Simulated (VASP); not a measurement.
BaTe:

```
Ba Te
1.0
     0.00000    3.41000    3.41000
     3.41000    0.00000    3.41000
     3.41000    3.41000    0.00000
Ba Te
1 1
Cartesian
  0.0000 0.0000 0.0000
  3.4100 3.4100 3.4100
```

Base run:

| Quantity | Value |
| --- | --- |
| Program | VASP 6.6.1 |
| Functional | PBE |
| Potentials or basis | VASP PAW PBE potentials, release 64 (Ba_sv, Te) |
| Cutoff | 520 eV |
| k mesh | 6 × 6 × 6 |
| Occupations | fermi-dirac, width 0.05 eV |
| Spin | no spin polarisation |

Its results: band gap on the k mesh 1.33 eV, indirect (least direct gap 1.71 eV); pressure 4.3 GPa.

Problem. The run is repeated on the same cell with these changes: k mesh from 6 × 6 × 6 to 7 × 7 × 7. What comes out?

Solution. Band gap on the k mesh 1.38 eV, indirect (least direct gap 1.76 eV); pressure 4.2 GPa.

Caveats: spin-orbit coupling is left out, which moves the levels of the heavy elements.

A k mesh can miss the band edges.
